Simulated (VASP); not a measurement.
Input of a VASP 6.6.1 run:

File INCAR:

```
ALGO = Normal
EDIFF = 1E-6
ENCUT = 520
GGA = PE
ISIF = 2
ISMEAR = 0
LASPH = T
LCHARG = T
LELF = T
LREAL = F
LVHAR = T
LWAVE = F
NBANDS = 11
NELM = 60
PREC = Accurate
SIGMA = 0.05
```

The input KPOINTS:

```
k-points
0
Gamma
  8 8 8
```

File POSCAR:

```
Si
1.0
    0.0000000000      3.1075087826      2.5912999529
    2.5058349149      0.0000000000      2.5912999529
    2.5058349149      3.1075087826      0.0000000000
Si
2
Direct
    0.5000000000      0.5000000000      0.5000000000
    0.7500000000      0.7500000000      0.7500000000
```

Potentials or basis: VASP PAW PBE potentials, release 64 (Si).

Run with:

```sh
$ cat potpaw_PBE.64/Si/POTCAR > POTCAR
$ mpirun -np 1 vasp_std > vasp.out
```

(1) Predict the band gap on the k mesh.

(2) Estimate the pressure.

Answers

(1) zero (bands 4 and 5 overlap by 0.72 eV).

(2) -0.2 GPa.

Caveat: the cell differs from its parent crystal (strain +e along x and -e along y -0.1100, strain +e along z and -e/2 along x and y -0.0525); semilocal functionals underestimate gaps, so a narrow gap can read as zero.
